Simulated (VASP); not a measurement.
TlZnO2, 4 atoms in the cell. Symmetry: P4/mmm, No. 123, tetragonal system. Conventional cell: a = 4.063 Å, b = 4.063 Å, c = 3.463 Å, α = 90.00°, β = 90.00°, γ = 90.00°. Within 2.7 Å of Zn (site symmetry 4/mmm) lie 4 O at 2.03 Å. Within 3.5 Å of Tl (site symmetry 4/mmm) lie 8 O at 2.67 Å and 8 Zn at 3.35 Å and 2 Tl at 3.46 Å. Within 2.7 Å of O (site symmetry mmm) lie 2 Zn at 2.03 Å and 4 Tl at 2.67 Å. 

* Program: VASP 6.6.1
* Task: single point
* Functional: PBE
* Potentials or basis: VASP PAW PBE potentials, release 64 (Zn, Tl_d, O)
* Cutoff: 520 eV
* k mesh: 4 × 4 × 6
* Occupations: gaussian, width 0.1 eV
* Spin: no spin polarisation
* Dipole correction: no
* Further INCAR settings: ALGO = Normal; EDIFF = 1e-06; NBANDS = 26

Potentials or basis: VASP PAW PBE potentials, release 64 (Zn, Tl_d, O).

Launch:

```bash
$ cat potpaw_PBE.64/Zn/POTCAR potpaw_PBE.64/Tl_d/POTCAR potpaw_PBE.64/O/POTCAR > POTCAR
$ mpirun -np 1 vasp_std > vasp.out
```

Hardware: 1 thread of AMD EPYC 7R13 Processor (Zen 3) (shared host).

**Question.** Estimate the wall time of this run.

**Answer.** It took 56 s on 1 thread of AMD EPYC 7R13 Processor (Zen 3), with other jobs on the host, peak memory 0.16 GiB. Counts: scf iterations 14, k points 24.
